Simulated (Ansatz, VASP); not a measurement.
This is a calculation of PbS for VASP 6.6.1.

The input POSCAR:

```
PbS
1.0
    0.0000000000      2.9458450378      2.9458450378
    2.9458450378      0.0000000000      2.9458450378
    2.9458450378      2.9458450378      0.0000000000
Pb S
1 1
Direct
    0.0000000000      0.0000000000      0.0000000000
    0.5000000000      0.5000000000      0.5000000000
```

The input INCAR.step1:

```
  PREC = Accurate
  ENCUT = 520
  EDIFF = 1E-5
  ISMEAR = -1
  SIGMA = 0.05
  LREAL = F
  LASPH = T
  NELM = 80
  ALGO = Normal
  ISIF = 2
  LWAVE = T
  LCHARG = F
  NBANDS = 17
  GGA = PE
```

The input INCAR.step2:

```
  PREC = Accurate
  ENCUT = 520
  EDIFF = 1E-6
  ISMEAR = -1
  SIGMA = 0.05
  LREAL = F
  LASPH = T
  NELM = 80
  ALGO = Normal
  ISIF = 2
  LWAVE = F
  LCHARG = F
  GGA = B5
  LHFCALC = T
  AEXX = 0.2
  AGGAX = 0.72
  AGGAC = 0.81
  ALDAC = 0.19
  PRECFOCK = Normal
  NBANDS = 17
  ISTART = 1
```

The input KPOINTS:

```
regular mesh
0
Gamma
  4 4 4
```

Potentials or basis: VASP PAW PBE potentials, release 64 (Pb_d, S).

The run is started by

```console
$ cat potpaw_PBE.64/Pb_d/POTCAR potpaw_PBE.64/S/POTCAR > POTCAR
$ cp INCAR.step1 INCAR
$ mpirun -np 1 vasp_std > vasp.out
$ cp INCAR.step2 INCAR
$ mpirun -np 1 vasp_std > vasp.out
```

Problem. Translate it to Ansatz 0.2.0. Potentials there: Ansatz PAW.

Solution. As run (the cutoff follows the program's own potentials):

File input.yaml:

```yaml
crystal:
  lattice:
    - [0.0, 2.9458450378, 2.9458450378]
    - [2.9458450378, 0.0, 2.9458450378]
    - [2.9458450378, 2.9458450378, 0.0]
  atoms:
    - { symbol: Pb, position: [0.0, 0.0, 0.0] }
    - { symbol: S, position: [0.5, 0.5, 0.5] }
hamiltonian:
  xc: b3lyp5
  pseudopotentials: { kind: paw }
kpoints:
  mp_grid: { grid: [4, 4, 4] }
scf:
  occupations: { method: fermi_dirac, width: 0.05 }
output:
  forces: true
  stress: true
  eigenvalues: true
```

Potentials or basis: Ansatz PAW.

Launch:

```console
$ ansatz run input.yaml --threads 2 --pin off --max-ram 5632MiB --backend cpu --events-out ev --progress --plain --runs-dir out
```

Both were run:

|  | VASP | Ansatz | Ansatz less VASP |
| --- | --- | --- | --- |
| gap on the k mesh at the Fermi level (eV) | 1.30 | 1.27 | -0.033 |
| least direct gap on the mesh (eV) | 1.30 | 1.27 | -0.033 |
| pressure (GPa) | 6.1 | 6.1 | +0.07 |

VASP's potentials were made for PBE, not for B3LYP5.

The k mesh is coarse, so the values compare programs but aren't converged. Spin-orbit coupling is off throughout.
